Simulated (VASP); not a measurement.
# Mg3Te (I4/mmm) in VASP: notebook

Mg3Te is run at these levels: r2SCAN; tasks: single point.

Program: VASP 6.6.1. These are calculated values, not measurements. Logs are shortened: lines on timing, memory, paths and dates and some standing lists are left out, and cuts for length are marked.

## (1) The cell of the first run

Symmetry: I4/mmm, No. 139, tetragonal system. The conventional cell has a = 4.279 Å, b = 4.279 Å, c = 10.565 Å, α = 90.00°, β = 90.00°, γ = 90.00°. Within 4.0 Å of Te (site symmetry 4/mmm) lie 12 Mg at 3.03 to 3.40 Å. Mg (site symmetry -4m2) has 8 Mg at 3.03 to 3.40 Å and 4 Te at 3.40 Å within 4.0 Å. Within 4.0 Å of Mg (site symmetry 4/mmm) lie 4 Te at 3.03 Å and 8 Mg at 3.40 Å.

## (2) Single point, r2SCAN

The input, POSCAR:

```
Mg3Te
1.0
   -2.1393600000      2.1393600000      5.2824880000
    2.1393600000     -2.1393600000      5.2824880000
    2.1393600000      2.1393600000     -5.2824880000
Te Mg
1 3
Direct
    0.0000000000      0.0000000000      0.0000000000
    0.2500000000      0.7500000000      0.5000000000
    0.7500000000      0.2500000000      0.5000000000
    0.5000000000      0.5000000000      0.0000000000
```

The input, INCAR.step1:

```
ALGO = Normal
EDIFF = 1E-4
ENCUT = 520
GGA = PE
ISMEAR = -1
LASPH = True
LCHARG = False
LREAL = False
LWAVE = True
NBANDS = 14
NELM = 80
PREC = Accurate
SIGMA = 0.05
```

The input, INCAR.step2:

```
ALGO = Normal
EDIFF = 1E-6
ENCUT = 520
ISIF = 2
ISMEAR = -1
ISTART = 1
LASPH = True
LCHARG = True
LELF = True
LMIXTAU = True
LREAL = False
LVHAR = True
LWAVE = False
METAGGA = R2SCAN
NBANDS = 14
NELM = 80
PREC = Accurate
SIGMA = 0.05
```

The input, KPOINTS:

```
k-points
0
Gamma
  9 9 9
```

Potentials or basis: VASP PAW PBE potentials, release 64 (Te, Mg).

Launch:

```bash
$ cat potpaw_PBE.64/Te/POTCAR potpaw_PBE.64/Mg/POTCAR > POTCAR
$ cp INCAR.step1 INCAR
$ mpirun -np 1 vasp_std > vasp.out
$ cp INCAR.step2 INCAR
$ mpirun -np 1 vasp_std > vasp.out
```

OUTCAR:

```text
EDIFF = 1E-6
   ENCUT = 520
   ISIF = 2
   ISMEAR = -1
   ISTART = 1
   LASPH = True
   LREAL = False
   METAGGA = R2SCAN
   NELM = 80
   PREC = Accurate

 ion  position               nearest neighbor table
   1  0.000  0.000  0.000-   4 3.03   4 3.03   4 3.03   4 3.03   3 3.40   2 3.40   3 3.40   2 3.40
                             3 3.40   3 3.40   2 3.40   2 3.40
   2  0.250  0.750  0.500-   3 3.03   3 3.03   3 3.03   3 3.03   4 3.40   1 3.40   4 3.40   4 3.40
                             1 3.40   1 3.40   4 3.40   1 3.40
   3  0.750  0.250  0.500-   2 3.03   2 3.03   2 3.03   2 3.03   4 3.40   1 3.40   4 3.40   1 3.40
                             4 3.40   4 3.40   1 3.40   1 3.40
   4  0.500  0.500  0.000-   1 3.03   1 3.03   1 3.03   1 3.03   3 3.40   2 3.40   3 3.40   3 3.40
                             2 3.40   2 3.40   3 3.40   2 3.40

  LATTYP: Found a body centered tetragonal cell.
 ALAT       =     4.2787200000
 C/A-ratio  =     2.4691907860

  Lattice vectors:

 A1 = (  -2.1393600000,   2.1393600000,   5.2824880000)
 A2 = (   2.1393600000,  -2.1393600000,   5.2824880000)
 A3 = (   2.1393600000,   2.1393600000,  -5.2824880000)

Analysis of symmetry for initial positions (statically):
=====================================================================
 Subroutine PRICEL returns:
 Original cell was already a primitive cell.

 Routine SETGRP: Setting up the symmetry group for a
 body centered tetragonal supercell.

 Subroutine GETGRP returns: Found 16 space group operations
 (whereof 16 operations were pure point group operations)
 out of a pool of 16 trial point group operations.

The static configuration has the point symmetry D_4h.

Analysis of symmetry for dynamics (positions and initial velocities):
=====================================================================
 Subroutine PRICEL returns:
 Original cell was already a primitive cell.

 Routine SETGRP: Setting up the symmetry group for a
 body centered tetragonal supercell.

 Subroutine GETGRP returns: Found 16 space group operations
 (whereof 16 operations were pure point group operations)
 out of a pool of 16 trial point group operations.

The dynamic configuration has the point symmetry D_4h.

 Subroutine INISYM returns: Found 16 space group operations
 (whereof 16 operations are pure point group operations),
 and found     1 'primitive' translations

----------------------------------------------------------------------------------------

                                     Primitive cell

  volume of cell :      96.7089

  direct lattice vectors                    reciprocal lattice vectors
    -2.139360000  2.139360000  5.282488000     0.000000000  0.233714756  0.094652368
     2.139360000 -2.139360000  5.282488000     0.233714756  0.000000000  0.094652368
     2.139360000  2.139360000 -5.282488000     0.233714756  0.233714756  0.000000000

  length of vectors
     6.087561243  6.087561243  6.087561243     0.252154036  0.252154036  0.330522577

  position of ions in fractional coordinates (direct lattice)
     0.000000000  0.000000000  0.000000000
     0.250000000  0.750000000  0.500000000
     0.750000000  0.250000000  0.500000000
     0.500000000  0.500000000  0.000000000

  ion indices of the primitive-cell ions
   primitive index   ion index
                 1           1
                 2           2
                 3           3
                 4           4

----------------------------------------------------------------------------------------

 KPOINTS: k-points

Automatic generation of k-mesh.
 Grid dimensions read from file:
 generate k-points for:    9    9    9

 Generating k-lattice:

  Cartesian coordinates                     Fractional coordinates (reciprocal lattice)
     0.000000000  0.025968306  0.010516930     0.111111111  0.000000000  0.000000000
     0.025968306  0.000000000  0.010516930     0.000000000  0.111111111  0.000000000
     0.025968306  0.025968306  0.000000000     0.000000000  0.000000000  0.111111111

  Length of vectors
     0.028017115  0.028017115  0.036724731

  Shift w.r.t. Gamma in fractional coordinates (k-lattice)
     0.000000000  0.000000000  0.000000000

 Subroutine IBZKPT returns following result:
 ===========================================

 Found     75 irreducible k-points:

 Following reciprocal coordinates:
            Coordinates               Weight
  0.000000  0.000000  0.000000      1.000000
  0.111111 -0.000000  0.000000      8.000000
  0.222222 -0.000000  0.000000      8.000000
  0.333333  0.000000  0.000000      8.000000
  0.444444 -0.000000  0.000000      8.000000
  0.111111  0.111111  0.000000      8.000000
[... 16 lines left out ...]
 -0.333333  0.333333  0.000000      4.000000
  0.444444  0.444444  0.000000      8.000000
 [... further k-points ...]
   k-points           NKPTS =     75   k-points in BZ     NKDIM =     75   number of bands    NBANDS=     14
   number of dos      NEDOS =    301   number of ions     NIONS =      4
   total plane-waves  NPLWV = 110592
   dimension x,y,z NGX =    48 NGY =   48 NGZ =   48
   dimension x,y,z NGXF=    96 NGYF=   96 NGZF=   96
   ions per type =               1   3
   NGX,Y,Z   is equivalent  to a cutoff of  13.11, 13.11, 13.11 a.u.
   NGXF,Y,Z  is equivalent  to a cutoff of  26.22, 26.22, 26.22 a.u.
 SYSTEM =  unknown system
   PREC   = accura    normal or accurate (medium, high low for compatibility)
   ISTART =      1    job   : 0-new  1-cont  2-samecut
   ICHARG =      0    charge: 1-file 2-atom 10-const
   ISPIN  =      1    spin polarized calculation?
   LNONCOLLINEAR =      F non collinear calculations
   LSORBIT =      F    spin-orbit coupling
   LASPH  =      T    aspherical Exc in radial PAW
   ENCUT  =  520.0 eV  38.22 Ry    6.18 a.u.  11.32 11.32 11.32*2*pi/ulx,y,z
   NELM   =     80;   NELMIN=  2; NELMDL=  0     # of ELM steps
   EDIFF  = 0.1E-05   stopping-criterion for ELM
   LREAL  =      F    real-space projection
   EDIFFG = 0.1E-04   stopping-criterion for IOM
   NSW    =      0    number of steps for IOM
[... 5 lines left out ...]
   TEBEG  =    0.0;   TEEND  =   0.0 temperature during run
   PSTRESS=    0.0 pullay stress
   NELECT =      12.0000    total number of electrons
   NUPDOWN=      -1.0000    fix difference up-down
   EMIN   =  10.00;   EMAX   =-10.00  energy-range for DOS
   EFERMI =   0.00;   METHOD = LEGACY
   ISMEAR =    -1;   SIGMA  =   0.05  broadening in eV -4-tet -1-fermi 0-gaus
   EFERMI_NEDOS =   21; number of points for ismear=-14 and -15
   IALGO  =     38    algorithm
   IMIX   =      4    mixing-type and parameters
     AMIX     =   0.40;   BMIX     =  1.00
     AMIX_MAG =   1.60;   BMIX_MAG =  1.00
  volume/ion in A,a.u.               =      24.18       163.16
  Fermi-wavevector in a.u.,A,eV,Ry     =   0.816544  1.543045  9.071614  0.666745
  Thomas-Fermi vector in A             =   1.926832
   LORBIT       =      0    0 simple, 1 ext, 2 COOP (PROOUT), +10 PAW based schemes
   METAGGA = R2SCAN    functional components
   LHFCALC =     F    Hartree Fock is set to
   AEXX    =    0.0000 exact exchange contribution
   IVDW    =     0    specifies the selected vdW correction
   LEPSILON=     F    determine dielectric tensor
   LRPA    =     F    only Hartree local field effects (RPA)
 non-spin polarized calculation
  energy-cutoff  :      520.00
  volume of cell :       96.71
 maximum number of plane-waves:      2628
 NGX is ok and might be reduce to    48
   NGX = 23   NGY = 23   NGZ = 23

 number of electron      12.0000000 magnetization

 Free energy of the ion-electron system (eV)
  ---------------------------------------------------
  ext. energy  EPLUGINS =         0.00000000
  ---------------------------------------------------
  free energy    TOTEN  =       -38.50568146 eV

  energy without entropy =      -38.48657576  energy(sigma->0) =      -38.49612861

 E-fermi :   4.6349     XC(G=0):  -9.4584

 val. band max:        4.5967740293   @ k =  -0.2222  -0.3333   0.1111
 cond. band min:       4.6355131567   @ k =  -0.3333   0.4444   0.2222
 fundamental gap:      0.0387391274
 Fermi energy:         4.6348962051

 k-point     1 :       0.0000    0.0000    0.0000
  band No.  band energies     occupation
      1      -8.2676      2.00000
      2       0.0357      2.00000
      3       0.1347      2.00000
      4       1.6741      2.00000
      5       1.6741      2.00000
      6       5.2019      0.00002
      7       5.8156      0.00000
      8       6.1894      0.00000
      9       6.1894      0.00000
     10       6.6173      0.00000
     11       8.7544      0.00000
     12      11.5015      0.00000
     13      11.5103      0.00000
     14      11.5103      0.00000

 k-point     2 :       0.1111   -0.0000    0.0000
  band No.  band energies     occupation
      1      -8.2109      2.00000
      2      -0.3655      2.00000
      3       0.4185      2.00000
      4       1.4929      2.00000
      5       1.7192      2.00000
      6       4.7012      0.41932
      7       5.5551      0.00000
      8       6.3202      0.00000
      9       6.9657      0.00000
     10       7.0479      0.00000
     11       9.4688      0.00000
     12       9.9931      0.00000
     13      10.8792      0.00000
     14      12.2525      0.00000

 k-point     3 :       0.2222   -0.0000    0.0000
  band No.  band energies     occupation
      1      -8.0579      2.00000
      2      -0.8386      2.00000
      3       0.1318      2.00000
      4       1.7825      2.00000
      5       1.8417      2.00000
      6       3.6752      2.00000
      7       5.9181      0.00000
      8       6.6928      0.00000
      9       7.6984      0.00000
     10       8.1861      0.00000
     11       8.7683      0.00000
     12       9.6911      0.00000
     13      10.6706      0.00000
     14      11.8247      0.00000

 k-point     4 :       0.3333    0.0000    0.0000
  band No.  band energies     occupation
      1      -7.8645      2.00000
      2      -1.4244      2.00000
      3      -0.0634      2.00000
      4       1.8298      2.00000
      5       1.9995      2.00000
      6       3.6246      2.00000
      7       6.2195      0.00000
      8       7.1207      0.00000
      9       7.8903      0.00000
     10       8.0833      0.00000
     11       8.3484      0.00000
     12       9.7423      0.00000
     13      10.6004      0.00000
     14      11.1866      0.00000

 k-point     5 :       0.4444   -0.0000    0.0000
  band No.  band energies     occupation
      1      -7.7239      2.00000
      2      -1.8366      2.00000
      3      -0.0253      2.00000
      4       1.4336      2.00000
      5       2.1162      2.00000
      6       4.5223      1.80967
      7       6.0037      0.00000
      8       7.0229      0.00000
      9       7.3221      0.00000
     10       8.1593      0.00000
     11       8.5605      0.00000
[... 276 lines left out ...]
 k-point    22 :      -0.4444    0.3333   -0.0000
  band No.  band energies     occupation
      1      -7.4306      2.00000
      2      -1.1228      2.00000
      3      -0.1890      2.00000
      4       0.5149      2.00000
      5       2.4906      2.00000
      6       3.1778      2.00000
      7       4.0467      1.99998
      8       4.8846      0.01347
      9       7.0418      0.00000
     10       8.1111      0.00000
     11      10.1930      0.00000
     12      10.8624      0.00000
     13      11.8470      0.00000
     14      13.0103      0.00000

 k-point    23 :      -0.3333    0.3333    0.0000
  band No.  band energies     occupation
      1      -7.5522      2.00000
      2      -0.9601      2.00000
      3      -0.1575      2.00000
      4       0.6662      2.00000
      5       2.5781      2.00000
      6       3.4947      2.00000
      7       3.5474      2.00000
      8       4.5245      1.80205
      9       8.2800      0.00000
     10       8.5969      0.00000
     11      10.5942      0.00000
     12      10.8822      0.00000
     13      11.3633      0.00000
     14      12.9129      0.00000

 k-point    24 :       0.4444    0.4444    0.0000
  band No.  band energies     occupation
      1      -7.3197      2.00000
      2      -0.8590      2.00000
      3      -0.6029      2.00000
      4       0.4585      2.00000
      5       2.1067      2.00000
      6       3.2631      2.00000
      7       4.4121      1.97703
      8       5.4925      0.00000
      9       6.1164      0.00000
     10       6.7246      0.00000
     11      10.1170      0.00000
     12      11.0451      0.00000
     13      12.8327      0.00000
     14      13.4154      0.00000

 [... further k-points ...]

------------------------ aborting loop because EDIFF is reached ----------------------------------------

  FORCE on cell =-STRESS in cart. coord.  units (eV):
  Direction    XX          YY          ZZ          XY          YZ          ZX
  --------------------------------------------------------------------------------------
  -------------------------------------------------------------------------------------
  Total       -0.6962273     -0.6962273     -0.3679060      0.0000000     -0.0000000      0.0000000
  in kB      -11.5344098    -11.5344098     -6.0951050      0.0000000     -0.0000000      0.0000000
  external PRESSURE =      -9.7213082 kB  Pullay stress =       0.0000000 kB

 VOLUME and BASIS-vectors are now :
 -----------------------------------------------------------------------------
  energy-cutoff  :      520.00
  volume of cell :       96.71
      direct lattice vectors                 reciprocal lattice vectors
    -2.139360000  2.139360000  5.282488000     0.000000000  0.233714756  0.094652368
     2.139360000 -2.139360000  5.282488000     0.233714756  0.000000000  0.094652368
     2.139360000  2.139360000 -5.282488000     0.233714756  0.233714756  0.000000000

 POSITION                                       TOTAL-FORCE (eV/Angst)
 -----------------------------------------------------------------------------------
      0.00000      0.00000      0.00000        -0.000000      0.000000      0.000000
      2.13936      0.00000      2.64124         0.000000     -0.000000     -0.000000
      0.00000      2.13936      2.64124        -0.000000      0.000000      0.000000
      0.00000      0.00000      5.28249        -0.000000      0.000000      0.000000
 -----------------------------------------------------------------------------------
    total drift:                                0.000000     -0.000000     -0.000000

  FREE ENERGIE OF THE ION-ELECTRON SYSTEM (eV)
  ---------------------------------------------------
  free  energy   TOTEN  =       -38.5056814587 eV

  energy  without entropy=      -38.4865757574  energy(sigma->0) =      -38.49612861
```

Wall time 5.5 min (1 thread of Intel Xeon 6975P-C (Granite Rapids), shared host); peak memory 0.42 GiB.

Results:

```
Free energy            : -38.5057 eV
Pressure               : -1.0 GPa
Band gap on the k mesh : zero (bands 6 and 7 overlap by 1.65 eV)
```

Stress tensor (GPa, compression positive):
```
-1.15  0.00  0.00
 0.00 -1.15  0.00
 0.00  0.00 -0.61
```

Caveat: the PAW data sets were made with another functional, which shifts forces and pressure a little; spin-orbit coupling is left out, which moves the levels of the heavy elements.

(Part 1 of 2 ends here.)

The gap in the log of VASP goes by the Fermi energy; the results here count the filled bands.